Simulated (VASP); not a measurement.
# MgO (Fm-3m) in VASP: further runs

Runs on MgO. Level: PBE. Tasks: single point.

All numbers are computed with VASP 6.6.1; they aren't measurements. Logs are shortened: lines on timing, memory, paths and dates and some standing lists are left out, and cuts for length are marked.

### Step 1. The cell of the first run

It takes space group Fm-3m (No. 225, cubic). The conventional cell has a = 4.598 Å, b = 4.598 Å, c = 4.598 Å, α = 90.00°, β = 90.00°, γ = 90.00°. Mg (site symmetry m-3m) has 6 O at 2.30 Å within 3.0 Å. Within 3.0 Å of O (site symmetry m-3m) lie 6 Mg at 2.30 Å.

### Step 2. Single point, PBE (Cd replaced by Mg, lengths x 0.991, strained)

The input, INCAR:

```
ALGO = Normal
EDIFF = 1E-6
ENCUT = 600
GGA = PE
GGA_COMPAT = F
ISIF = 2
ISMEAR = 0
LASPH = T
LCHARG = T
LELF = T
LREAL = F
LVHAR = T
LWAVE = F
NBANDS = 11
NELM = 120
PREC = Accurate
SIGMA = 0.02
```

The input, KPOINTS:

```
k-points
0
Gamma
  8 8 8
```

The input, POSCAR:

```
MgO
1.0
    0.0000000000      2.2992253555      2.2992253555
    2.2992253555      0.0000000000      2.2992253555
    2.2992253555      2.2992253555      0.0000000000
Mg O
1 1
Direct
    0.0000000000      0.0000000000      0.0000000000
    0.5000000000      0.5000000000      0.5000000000
```

Potentials or basis: VASP PAW PBE potentials, release 64 (Mg, O).

Run with:

```bash
$ cat potpaw_PBE.64/Mg/POTCAR potpaw_PBE.64/O/POTCAR > POTCAR
$ mpirun -np 1 vasp_std > vasp.out
```

OUTCAR:

```text
EDIFF = 1E-6
   ENCUT = 600
   GGA = PE
   ISIF = 2
   ISMEAR = 0
   LASPH = T
   LREAL = F
   NELM = 120
   PREC = Accurate

 ion  position               nearest neighbor table
   1  0.000  0.000  0.000-   2 2.30   2 2.30   2 2.30   2 2.30   2 2.30   2 2.30
   2  0.500  0.500  0.500-   1 2.30   1 2.30   1 2.30   1 2.30   1 2.30   1 2.30

  LATTYP: Found a face centered cubic cell.
 ALAT       =     4.5984507110

  Lattice vectors:

 A1 = (   0.0000000000,   2.2992253555,   2.2992253555)
 A2 = (   2.2992253555,   0.0000000000,   2.2992253555)
 A3 = (   2.2992253555,   2.2992253555,   0.0000000000)

Analysis of symmetry for initial positions (statically):
=====================================================================
 Subroutine PRICEL returns:
 Original cell was already a primitive cell.

 Routine SETGRP: Setting up the symmetry group for a
 face centered cubic supercell.

 Subroutine GETGRP returns: Found 48 space group operations
 (whereof 48 operations were pure point group operations)
 out of a pool of 48 trial point group operations.

The static configuration has the point symmetry O_h .

Analysis of symmetry for dynamics (positions and initial velocities):
=====================================================================
 Subroutine PRICEL returns:
 Original cell was already a primitive cell.

 Routine SETGRP: Setting up the symmetry group for a
 face centered cubic supercell.

 Subroutine GETGRP returns: Found 48 space group operations
 (whereof 48 operations were pure point group operations)
 out of a pool of 48 trial point group operations.

The dynamic configuration has the point symmetry O_h .

 Subroutine INISYM returns: Found 48 space group operations
 (whereof 48 operations are pure point group operations),
 and found     1 'primitive' translations

----------------------------------------------------------------------------------------

                                     Primitive cell

  volume of cell :      24.3094

  direct lattice vectors                    reciprocal lattice vectors
     0.000000000  2.299225355  2.299225355    -0.217464547  0.217464547  0.217464547
     2.299225355  0.000000000  2.299225355     0.217464547 -0.217464547  0.217464547
     2.299225355  2.299225355  0.000000000     0.217464547  0.217464547 -0.217464547

  length of vectors
     3.251595681  3.251595681  3.251595681     0.376659644  0.376659644  0.376659644

  position of ions in fractional coordinates (direct lattice)
     0.000000000  0.000000000  0.000000000
     0.500000000  0.500000000  0.500000000

  ion indices of the primitive-cell ions
   primitive index   ion index
                 1           1
                 2           2

----------------------------------------------------------------------------------------

 KPOINTS: k-points

Automatic generation of k-mesh.
 Grid dimensions read from file:
 generate k-points for:    8    8    8

 Generating k-lattice:

  Cartesian coordinates                     Fractional coordinates (reciprocal lattice)
    -0.027183068  0.027183068  0.027183068     0.125000000  0.000000000  0.000000000
     0.027183068 -0.027183068  0.027183068     0.000000000  0.125000000  0.000000000
     0.027183068  0.027183068 -0.027183068     0.000000000  0.000000000  0.125000000

  Length of vectors
     0.047082455  0.047082455  0.047082455

  Shift w.r.t. Gamma in fractional coordinates (k-lattice)
     0.000000000  0.000000000  0.000000000

 Subroutine IBZKPT returns following result:
 ===========================================

 Found     29 irreducible k-points:

 Following reciprocal coordinates:
            Coordinates               Weight
  0.000000  0.000000  0.000000      1.000000
  0.125000  0.000000  0.000000      8.000000
  0.250000  0.000000  0.000000      8.000000
  0.375000  0.000000  0.000000      8.000000
  0.500000  0.000000  0.000000      4.000000
  0.125000  0.125000  0.000000      6.000000
[... 16 lines left out ...]
  0.500000  0.250000  0.125000     48.000000
 -0.375000  0.250000  0.125000     24.000000
 [... further k-points ...]
   k-points           NKPTS =     29   k-points in BZ     NKDIM =     29   number of bands    NBANDS=     11
   number of dos      NEDOS =    301   number of ions     NIONS =      2
   total plane-waves  NPLWV =  21952
   dimension x,y,z NGX =    28 NGY =   28 NGZ =   28
   dimension x,y,z NGXF=    56 NGYF=   56 NGZF=   56
   ions per type =               1   1
   NGX,Y,Z   is equivalent  to a cutoff of  14.32, 14.32, 14.32 a.u.
   NGXF,Y,Z  is equivalent  to a cutoff of  28.63, 28.63, 28.63 a.u.
 SYSTEM =  unknown system
   PREC   = accura    normal or accurate (medium, high low for compatibility)
   ISTART =      0    job   : 0-new  1-cont  2-samecut
   ICHARG =      2    charge: 1-file 2-atom 10-const
   ISPIN  =      1    spin polarized calculation?
   LNONCOLLINEAR =      F non collinear calculations
   LSORBIT =      F    spin-orbit coupling
   LASPH  =      T    aspherical Exc in radial PAW
   ENCUT  =  600.0 eV  44.10 Ry    6.64 a.u.   6.49  6.49  6.49*2*pi/ulx,y,z
   NELM   =    120;   NELMIN=  2; NELMDL= -5     # of ELM steps
   EDIFF  = 0.1E-05   stopping-criterion for ELM
   LREAL  =      F    real-space projection
   EDIFFG = 0.1E-04   stopping-criterion for IOM
   NSW    =      0    number of steps for IOM
   IBRION =     -1    ionic relax: 0-MD 1-quasi-New 2-CG
   NFREE  =      0    steps in history (QN), initial steepest desc. (CG)
   ISIF   =      2    stress and relaxation
   ISYM   =      2    0-nonsym 1-usesym 2-fastsym
   POTIM  = 0.5000    time-step for ionic-motion
   TEBEG  =    0.0;   TEEND  =   0.0 temperature during run
   PSTRESS=    0.0 pullay stress
   NELECT =       8.0000    total number of electrons
   NUPDOWN=      -1.0000    fix difference up-down
   EMIN   =  10.00;   EMAX   =-10.00  energy-range for DOS
   EFERMI =   0.00;   METHOD = LEGACY
   ISMEAR =     0;   SIGMA  =   0.02  broadening in eV -4-tet -1-fermi 0-gaus
   EFERMI_NEDOS =   21; number of points for ismear=-14 and -15
   IALGO  =     38    algorithm
   IMIX   =      4    mixing-type and parameters
     AMIX     =   0.40;   BMIX     =  1.00
     AMIX_MAG =   1.60;   BMIX_MAG =  1.00
  volume/ion in A,a.u.               =      12.15        82.02
  Fermi-wavevector in a.u.,A,eV,Ry     =   1.130264  2.135890 17.381403  1.277497
  Thomas-Fermi vector in A             =   2.266960
   LORBIT       =      0    0 simple, 1 ext, 2 COOP (PROOUT), +10 PAW based schemes
   GGA     = PE    functional components
   LHFCALC =     F    Hartree Fock is set to
   AEXX    =    0.0000 exact exchange contribution
   IVDW    =     0    specifies the selected vdW correction
   LEPSILON=     F    determine dielectric tensor
   LRPA    =     F    only Hartree local field effects (RPA)
 non-spin polarized calculation
 Gauss-broadening in eV      SIGMA  =   0.02
  energy-cutoff  :      600.00
  volume of cell :       24.31
 maximum number of plane-waves:       869
 NGX is ok and might be reduce to    28
   NGX = 13   NGY = 13   NGZ = 13

 number of electron       8.0000002 magnetization

 Free energy of the ion-electron system (eV)
  ---------------------------------------------------
  ext. energy  EPLUGINS =         0.00000000
  ---------------------------------------------------
  free energy    TOTEN  =       -11.48098709 eV

  energy without entropy =      -11.48098709  energy(sigma->0) =      -11.48098709

 E-fermi :   1.5750     XC(G=0):  -9.8991

 val. band max:        1.4689070335   @ k =   0.0000   0.0000   0.0000
 cond. band min:       4.0294589040   @ k =   0.0000   0.0000   0.0000
 fundamental gap:      2.5605518705
 Fermi energy:         1.5749816124

 k-point     1 :       0.0000    0.0000    0.0000
  band No.  band energies     occupation
      1     -14.6586      2.00000
      2       1.4689      2.00000
      3       1.4689      2.00000
      4       1.4689      2.00000
      5       4.0295      0.00000
      6      15.7636      0.00000
      7      15.7636      0.00000
      8      15.7636      0.00000
      9      19.0512      0.00000
     10      20.5400      0.00000
     11      20.5400      0.00000

 k-point     2 :       0.1250    0.0000    0.0000
  band No.  band energies     occupation
      1     -14.5600      2.00000
      2       0.5885      2.00000
      3       1.4046      2.00000
      4       1.4046      2.00000
      5       4.9718      0.00000
      6      14.1506      0.00000
      7      15.9592      0.00000
      8      15.9592      0.00000
      9      19.0891      0.00000
     10      19.0891      0.00000
     11      20.0697      0.00000

 k-point     3 :       0.2500    0.0000    0.0000
  band No.  band energies     occupation
      1     -14.3103      2.00000
      2      -0.7444      2.00000
      3       1.2545      2.00000
      4       1.2545      2.00000
      5       6.4334      0.00000
      6      12.3885      0.00000
      7      15.9304      0.00000
      8      15.9304      0.00000
      9      18.8832      0.00000
     10      18.8832      0.00000
     11      19.4722      0.00000

 k-point     4 :       0.3750    0.0000    0.0000
  band No.  band energies     occupation
      1     -14.0410      2.00000
      2      -1.7508      2.00000
      3       1.1118      2.00000
      4       1.1118      2.00000
      5       7.4883      0.00000
      6      11.4734      0.00000
      7      15.4392      0.00000
      8      15.4392      0.00000
      9      18.9309      0.00000
     10      20.0392      0.00000
     11      20.0392      0.00000
[... 239 lines left out ...]
 k-point    22 :       0.3750    0.2500    0.1250
  band No.  band energies     occupation
      1     -14.1323      2.00000
      2      -0.9889      2.00000
      3       0.6304      2.00000
      4       1.0526      2.00000
      5       7.6227      0.00000
      6      11.8095      0.00000
      7      13.7743      0.00000
      8      16.1006      0.00000
      9      17.1813      0.00000
     10      20.9235      0.00000
     11      23.1335      0.00000

 k-point    23 :       0.5000    0.2500    0.1250
  band No.  band energies     occupation
      1     -13.9211      2.00000
      2      -1.4424      2.00000
      3       0.2052      2.00000
      4       0.8711      2.00000
      5       8.8329      0.00000
      6      11.3164      0.00000
      7      12.7734      0.00000
      8      15.6145      0.00000
      9      18.3996      0.00000
     10      20.6384      0.00000
     11      23.4905      0.00000

 k-point    24 :      -0.3750    0.2500    0.1250
  band No.  band energies     occupation
      1     -13.8299      2.00000
      2      -1.6215      2.00000
      3       0.0486      2.00000
      4       0.7802      2.00000
      5       9.3867      0.00000
      6      11.0406      0.00000
      7      12.5920      0.00000
      8      15.3790      0.00000
      9      19.0838      0.00000
     10      20.2162      0.00000
     11      23.7083      0.00000

 [... further k-points ...]

------------------------ aborting loop because EDIFF is reached ----------------------------------------

  FORCE on cell =-STRESS in cart. coord.  units (eV):
  Direction    XX          YY          ZZ          XY          YZ          ZX
  --------------------------------------------------------------------------------------
  -------------------------------------------------------------------------------------
  Total       -3.3921081     -3.3921081     -3.3921081      0.0000000      0.0000000      0.0000000
  in kB     -223.5659420   -223.5659420   -223.5659420      0.0000000      0.0000000      0.0000000
  external PRESSURE =    -223.5659420 kB  Pullay stress =       0.0000000 kB

 VOLUME and BASIS-vectors are now :
 -----------------------------------------------------------------------------
  energy-cutoff  :      600.00
  volume of cell :       24.31
      direct lattice vectors                 reciprocal lattice vectors
     0.000000000  2.299225355  2.299225355    -0.217464547  0.217464547  0.217464547
     2.299225355  0.000000000  2.299225355     0.217464547 -0.217464547  0.217464547
     2.299225355  2.299225355  0.000000000     0.217464547  0.217464547 -0.217464547

 POSITION                                       TOTAL-FORCE (eV/Angst)
 -----------------------------------------------------------------------------------
      0.00000      0.00000      0.00000         0.000000      0.000000     -0.000000
      2.29923      2.29923      2.29923        -0.000000     -0.000000      0.000000
 -----------------------------------------------------------------------------------
    total drift:                                0.000000      0.000000      0.000000

  FREE ENERGIE OF THE ION-ELECTRON SYSTEM (eV)
  ---------------------------------------------------
  free  energy   TOTEN  =       -11.4809870915 eV

  energy  without entropy=      -11.4809870915  energy(sigma->0) =      -11.48098709
```

It took 5.6 s on 1 thread of Intel Xeon 6975P-C (Granite Rapids), shared host; peak memory 0.16 GiB.

What came out:

```
Free energy            : -11.4810 eV
Pressure               : -22.4 GPa
Band gap on the k mesh : 2.56 eV, direct
```

Levels at points of the mesh, in eV from the valence-band top:
```csv
k point,band 2,band 3,band 4,band 5,band 6,band 7
"(0.00, 0.00, 0.00)",0.00,0.00,0.00,2.56,14.29,14.29
"(0.50, 0.00, 0.00)",-3.60,-0.41,-0.41,6.36,9.79,13.74
"(0.50, 0.50, 0.00)",-3.11,-1.02,-1.02,7.38,8.70,10.54
```

Caveat: the cell differs from its parent crystal (Cd replaced by Mg, lengths x 0.991, strained).

### Step 3. Single point, PBE (Cd replaced by Mg, lengths x 0.991, strained)

The input, INCAR:

```
SYSTEM = MgO
  PREC = Accurate
  ENCUT = 600
  EDIFF = 1E-6
  ISMEAR = 0
  SIGMA = 0.02
  LREAL = .FALSE.
  LASPH = .TRUE.
  NELM = 120
  ALGO = Normal
  ISIF = 2
  LWAVE = .FALSE.
  LCHARG = .TRUE.
  GGA = PE
  LELF = .TRUE.
  LVHAR = .TRUE.
  NBANDS = 11
  GGA_COMPAT = .FALSE.
```

The input, KPOINTS:

```
regular mesh
0
G
  10 10 10
  0 0 0
```

The input, POSCAR:

```
MgO
1.0
    0.0000000000      2.4233788221      2.4233788221
    2.4233788221      0.0000000000      2.4233788221
    2.4233788221      2.4233788221      0.0000000000
Mg O
1 1
Direct
    0.0000000000      0.0000000000      0.0000000000
    0.5000000000      0.5000000000      0.5000000000
```

Potentials or basis: VASP PAW PBE potentials, release 64 (Mg, O).

Run with:

```bash
$ cat potpaw_PBE.64/Mg/POTCAR potpaw_PBE.64/O/POTCAR > POTCAR
$ mpirun -np 1 vasp_std > vasp.out
```

Wall time 12 s (1 thread of Intel Xeon 6975P-C (Granite Rapids), shared host); peak memory 0.16 GiB.

Results (log left out):

```yaml
Free_energy: -10.8367 eV
Pressure: -26.8 GPa
Band_gap_on_the_k_mesh: 1.60 eV, direct
```

Levels at points of the mesh, in eV from the valence-band top:
```
           k point  band 2  band 3  band 4  band 5  band 6  band 7
(0.00, 0.00, 0.00)    0.00    0.00    0.00    1.60   13.40   13.40
(0.50, 0.00, 0.00)   -3.10   -0.31   -0.31    5.57    8.28   12.35
(0.50, 0.50, 0.00)   -2.62   -0.85   -0.85    6.07    8.37    9.24
```

Caveat: the cell differs from its parent crystal (Cd replaced by Mg, lengths x 0.991, strained).
